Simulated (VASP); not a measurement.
# Ge3Pd (Pm-3m) in VASP: notebook, part 2 of 2

VASP 6.6.1.

### Step 4. Single point, LDA

This run uses another cell than the first one, of 18.48 Å³/atom, 1.083 times its volume.

INCAR

```
SYSTEM = Ge3Pd
ALGO = Normal
EDIFF = 1E-6
ENCUT = 520
ISIF = 2
ISMEAR = -1
LASPH = .True.
LCHARG = .False.
LREAL = .False.
LWAVE = .False.
NBANDS = 34
NELM = 80
PREC = Accurate
SIGMA = 0.1
```

KPOINTS

```
k-points
0
Gamma
  6 6 6
  0 0 0
```

POSCAR

```
Ge3Pd
1.0
    4.1965295533      0.0000000000      0.0000000000
    0.0000000000      4.1965295533      0.0000000000
    0.0000000000      0.0000000000      4.1965295533
Ge Pd
3 1
Direct
    0.0000000000      0.5000000000      0.5000000000
    0.5000000000      0.0000000000      0.5000000000
    0.5000000000      0.5000000000      0.0000000000
    0.0000000000      0.0000000000      0.0000000000
```

Potentials or basis: VASP PAW LDA potentials, release 64 (Ge_d, Pd).

Run with:

```bash
$ cat potpaw_LDA.64/Ge_d/POTCAR potpaw_LDA.64/Pd/POTCAR > POTCAR
$ mpirun -np 1 vasp_std > vasp.out
```

OUTCAR:

```text
SYSTEM = Ge3Pd
   EDIFF = 1E-6
   ENCUT = 520
   ISIF = 2
   ISMEAR = -1
   LASPH = .True.
   LREAL = .False.
   NELM = 80
   PREC = Accurate

 ion  position               nearest neighbor table
   1  0.000  0.500  0.500-   4 2.97   4 2.97   4 2.97   4 2.97
   2  0.500  0.000  0.500-   4 2.97   4 2.97   4 2.97   4 2.97
   3  0.500  0.500  0.000-   4 2.97   4 2.97   4 2.97   4 2.97
   4  0.000  0.000  0.000-   1 2.97   2 2.97   3 2.97   1 2.97   2 2.97   1 2.97   3 2.97   1 2.97
                             2 2.97   3 2.97   2 2.97   3 2.97

  LATTYP: Found a simple cubic cell.
 ALAT       =     4.1965295533

  Lattice vectors:

 A1 = (   4.1965295533,   0.0000000000,   0.0000000000)
 A2 = (   0.0000000000,   4.1965295533,   0.0000000000)
 A3 = (   0.0000000000,   0.0000000000,   4.1965295533)

Analysis of symmetry for initial positions (statically):
=====================================================================
 Subroutine PRICEL returns:
 Original cell was already a primitive cell.

 Routine SETGRP: Setting up the symmetry group for a
 simple cubic supercell.

 Subroutine GETGRP returns: Found 48 space group operations
[... 164 lines left out ...]
 E-fermi :   6.7775     XC(G=0): -11.7986

 val. band max:        6.6545825722   @ k =   0.3333   0.3333   0.1667
 cond. band min:       6.7903568197   @ k =   0.5000   0.0000   0.0000
 fundamental gap:      0.1357742475
 Fermi energy:         6.7775321357

 k-point     1 :       0.0000    0.0000    0.0000
  band No.  band energies     occupation
      1     -18.0086      2.00000
      2     -18.0086      2.00000
      3     -18.0086      2.00000
      4     -17.9994      2.00000
      5     -17.9468      2.00000
      6     -17.9468      2.00000
[... 729 lines left out ...]
     33      13.9742      0.00000
     34      19.6283      0.00000

------------------------ aborting loop because EDIFF is reached ----------------------------------------

  FORCE on cell =-STRESS in cart. coord.  units (eV):
  Direction    XX          YY          ZZ          XY          YZ          ZX
  --------------------------------------------------------------------------------------
  -------------------------------------------------------------------------------------
  Total       -4.2174112     -4.2174112     -4.2174112      0.0000000      0.0000000     -0.0000000
  in kB      -91.4293593    -91.4293593    -91.4293593      0.0000000      0.0000000     -0.0000000
  external PRESSURE =     -91.4293593 kB  Pullay stress =       0.0000000 kB

 VOLUME and BASIS-vectors are now :
 -----------------------------------------------------------------------------
  energy-cutoff  :      520.00
  volume of cell :       73.90
      direct lattice vectors                 reciprocal lattice vectors
     4.196529553  0.000000000  0.000000000     0.238292138  0.000000000  0.000000000
     0.000000000  4.196529553  0.000000000     0.000000000  0.238292138  0.000000000
     0.000000000  0.000000000  4.196529553     0.000000000  0.000000000  0.238292138

 POSITION                                       TOTAL-FORCE (eV/Angst)
 -----------------------------------------------------------------------------------
      0.00000      2.09826      2.09826         0.000000      0.000000      0.000000
      2.09826      0.00000      2.09826         0.000000      0.000000      0.000000
      2.09826      2.09826      0.00000         0.000000      0.000000      0.000000
      0.00000      0.00000      0.00000         0.000000      0.000000      0.000000
 -----------------------------------------------------------------------------------
    total drift:                                0.000000     -0.000000     -0.000000

  FREE ENERGIE OF THE ION-ELECTRON SYSTEM (eV)
  ---------------------------------------------------
  free  energy   TOTEN  =       -21.5767936750 eV

  energy  without entropy=      -21.5062687046  energy(sigma->0) =      -21.54153119
```

OSZICAR:

```text
N       E                     dE             d eps       ncg     rms          rms(c)
DAV:   1     0.444966456855E+03    0.44497E+03   -0.24740E+04  1686   0.402E+03
DAV:   2     0.516735806476E+02   -0.39329E+03   -0.37934E+03  1360   0.771E+02
DAV:   3    -0.182986051128E+02   -0.69972E+02   -0.68734E+02  1520   0.192E+02
DAV:   4    -0.216538530899E+02   -0.33552E+01   -0.33288E+01  1566   0.467E+01
DAV:   5    -0.217335592071E+02   -0.79706E-01   -0.79663E-01  1526   0.775E+00    0.448E+00
DAV:   6    -0.216378888887E+02    0.95670E-01   -0.59902E-01  1442   0.538E+00    0.272E+00
DAV:   7    -0.215914885771E+02    0.46400E-01   -0.14096E-01  1550   0.305E+00    0.162E+00
DAV:   8    -0.215774416496E+02    0.14047E-01   -0.48917E-02  1568   0.125E+00    0.206E-01
DAV:   9    -0.215769040729E+02    0.53758E-03   -0.51178E-03  1670   0.932E-01    0.117E-01
DAV:  10    -0.215767934941E+02    0.11058E-03   -0.72474E-04  1408   0.193E-01    0.268E-02
DAV:  11    -0.215767940070E+02   -0.51292E-06   -0.54296E-05  1666   0.774E-02    0.976E-03
DAV:  12    -0.215767936750E+02    0.33207E-06   -0.48296E-06  1256   0.203E-02
   1 F= -.21576794E+02 E0= -.21541531E+02  d E =-.705250E-01
```

It took 30 s on 1 thread of Intel Xeon Platinum 8259CL at 2.50GHz (Skylake/Cascade Lake), shared host; peak memory 0.18 GiB.

What came out:

* Free energy: -21.5768 eV
* Pressure: -9.1 GPa
* Band gap on the k mesh: zero (band 26 reaches 6.96 eV, above the bottom of band 27 at 5.22 eV)

Levels at points of the mesh, in eV from the Fermi level:
```csv
k point,band 24,band 25,band 26,band 27,band 28,band 29
"(0.00, 0.00, 0.00)",-2.51,-1.61,-1.61,0.90,2.92,2.92
"(0.50, 0.00, 0.00)",-0.19,-0.19,0.01,0.01,0.15,0.93
"(0.50, 0.50, 0.00)",-1.95,-0.27,0.19,0.91,0.91,2.39
"(0.50, 0.50, 0.50)",-2.17,-1.56,-1.56,-1.56,-0.27,7.09
```

### Step 5. Overview

| cell | gap on the mesh (eV) | pressure (GPa) |
| --- | --- | --- |
| a = 4.086 Å, 4 atoms | none | -2.8 |
| a = 4.142 Å, 4 atoms | none | -6.3 |
| a = 4.197 Å, 4 atoms | none | -9.1 |

Alike in all rows: task single point; level LDA; potentials or basis VASP PAW LDA potentials, release 64 (Ge_d, Pd); no spin polarisation; k mesh 6 × 6 × 6; cutoff (eV) 520; smearing fermi-dirac 0.1 eV.

Total energies depend on the potentials used, so only differences within one code and one set of settings carry meaning.
